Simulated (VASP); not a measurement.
Input of a VASP 6.6.1 run:

File INCAR:

```
SYSTEM = MnSb
ALGO = Normal
EDIFF = 1E-6
ENCUT = 520
GGA = PE
ISIF = 2
ISMEAR = -1
LASPH = .True.
LCHARG = .False.
LREAL = .False.
LWAVE = .False.
NBANDS = 16
NELM = 100
PREC = Accurate
SIGMA = 0.05
```

File KPOINTS:

```
k-points
0
Gamma
  8 8 8
  0 0 0
```

Contents of POSCAR:

```
MnSb
1.0
    0.0000000000      2.7950160000      2.7950160000
    2.7950160000      0.0000000000      2.7950160000
    2.7950160000      2.7950160000      0.0000000000
Sb Mn
1 1
Direct
    0.5000000000      0.5000000000      0.5000000000
    0.0000000000      0.0000000000      0.0000000000
```

Potentials or basis: VASP PAW PBE potentials, release 64 (Sb, Mn_pv).

Run with:

```sh
$ cat potpaw_PBE.64/Sb/POTCAR potpaw_PBE.64/Mn_pv/POTCAR > POTCAR
$ mpirun -np 1 vasp_std > vasp.out
```

Q: Predict the pressure.

A: -13.9 GPa.

Caveat: spin-orbit coupling is left out, which moves the levels of the heavy elements. Spin polarisation is off, so any magnetic state and its effect on volume and gap are missing.
